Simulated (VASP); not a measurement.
**BAs: single point with BLYP+D3(BJ)**

The system is BAs.

```
As B
1.0
     0.00000    2.38850    2.38850
     2.38850    0.00000    2.38850
     2.38850    2.38850    0.00000
As B
1 1
Direct
  0.25000 0.25000 0.25000
  0.00000 0.00000 0.00000
```

```
Program                : VASP 6.6.1
Task                   : single point
Functional             : BLYP
Dispersion             : D3(BJ)
Potentials or basis    : VASP PAW PBE potentials, release 64 (As, B)
Cutoff                 : 500 eV
k mesh                 : 10 × 10 × 10
Occupations            : gaussian, width 0.01 eV
Spin                   : no spin polarisation
Dipole correction      : no
Further INCAR settings : ALGO = Normal; EDIFF = 1e-06; NBANDS = 11
```

| Item | Value |
| --- | --- |
| Pressure | 0.2 GPa |
| Band gap on the k mesh | 1.41 eV (least direct gap 3.37 eV) |
| Dispersion energy per atom | -0.724 eV |

Levels at points of the mesh, in eV from the valence-band top:
| k point | band 1 | band 2 | band 3 | band 4 | band 5 | band 6 | band 7 | band 8 |
| --- | --- | --- | --- | --- | --- | --- | --- | --- |
| (0.00, 0.00, 0.00) | -15.30 | 0.00 | 0.00 | 0.00 | 3.37 | 3.37 | 3.37 | 4.68 |
| (0.50, 0.00, 0.00) | -12.49 | -8.64 | -1.80 | -1.80 | 2.79 | 4.93 | 4.93 | 9.12 |
| (0.50, 0.50, 0.00) | -11.20 | -8.42 | -4.00 | -4.00 | 1.67 | 1.70 | 11.31 | 11.31 |

Run time: 19 s on 1 thread of Intel(R) Xeon(R) Platinum 8488C (Sapphire Rapids), with other jobs on the host, peak memory 0.17 GiB.

Caveat: the PAW data sets were made with another functional, which shifts forces and pressure a little. A k mesh can miss the band edges.
